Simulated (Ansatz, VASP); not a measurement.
**As in VASP and in Ansatz**

```
CELL_PARAMETERS angstrom
1.86817 1.07859 3.49048
-1.86817 1.07859 3.49048
0.00000 -2.15718 3.49048
ATOMIC_POSITIONS crystal
As 0.22600 0.22600 0.22600
As 0.77400 0.77400 0.77400
```

Change from the starting cell: volume scaled by 0.98.

Alike in both runs: task single point; functional PBEsol; k mesh 9 × 9 × 9; occupations fermi-dirac, width 0.1 eV; no spin polarisation.

|  | VASP | Ansatz |
| --- | --- | --- |
| version | VASP 6.6.1 | Ansatz 0.2.0 |
| potentials or method | VASP PAW PBE potentials, release 64 (As), cutoff 520 eV | all-electron LAPW, inner shells corrected to Dirac's equation |

Ansatz gave:

```
gap on the k mesh at the Fermi level (eV)                     : none
pressure (GPa)                                                : 1.9
traceless stress, the component that is largest in VASP (GPa) : -0.87
rms of the force components (eV/Å)                            : 0.295
```

Q: What did VASP give for the same quantities?

A: gap on the k mesh at the Fermi level (eV): none; pressure (GPa): 2.4; traceless stress, the component that is largest in VASP (GPa): -1.01; rms of the force components (eV/Å): 0.340.

VASP's potentials were made for PBE, not for PBEsol. Atom by atom the forces differ by 0.045 eV/Å (rms over components). A gap of «none» marks a metal or a gap that the smearing closes. Ansatz ran all-electron here, and VASP with PAW potentials.
